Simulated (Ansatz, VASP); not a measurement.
**Al3GaN4 in VASP and in Ansatz**

```
Al Ga N
1.0
    -5.03808    0.00000   -0.00006
     0.00000   -3.12495    0.00000
    -0.00658    0.00000   10.67079
Al Ga N
6 2 8
Cartesian
  -2.5234 -1.5625 9.0264
  -2.5201 -1.5625 3.6160
  -5.0358 -1.5625 1.8178
  -5.0391 -1.5625 7.2282
  -5.0391 -3.1249 9.9158
  -5.0358 -3.1249 4.5054
  -2.5221 -3.1249 0.9052
  -2.5254 -3.1249 6.3155
  -4.4809 -3.1249 0.9057
  -4.4842 -3.1249 6.3161
  -4.4255 -1.5625 9.0257
  -4.4222 -1.5625 3.6153
  -1.8883 -1.5625 1.8491
  -1.8916 -1.5625 7.2595
  -1.9033 -3.1249 9.8846
  -1.9000 -3.1249 4.4742
```

Alike in both runs: task single point; functional r2SCAN; k mesh 5 × 7 × 2; occupations gaussian, width 0.05 eV; no spin polarisation.

```csv
,VASP,Ansatz
version,VASP 6.6.1,Ansatz 0.2.0
potentials or method,"VASP PAW PBE potentials, release 64 (Al, Ga_d, N), cutoff 520 eV","scalar-relativistic, plane waves, PAW"
valence electrons in the cell,84,84
```

Ansatz gave:

* gap on the k mesh at the Fermi level (eV): 4.25
* least direct gap on the mesh (eV): 4.25
* pressure (GPa): 3.8
* traceless stress, the component that is largest in VASP (GPa): 5.72
* rms of the force components (eV/Å): 0.694

Task: Which values does VASP return?

Result: gap on the k mesh at the Fermi level (eV): 4.27; least direct gap on the mesh (eV): 4.27; pressure (GPa): 3.8; traceless stress, the component that is largest in VASP (GPa): 5.81; rms of the force components (eV/Å): 0.709.

VASP's potentials were made for PBE, not for r2SCAN. Atom by atom the forces differ by 0.031 eV/Å (rms over components).
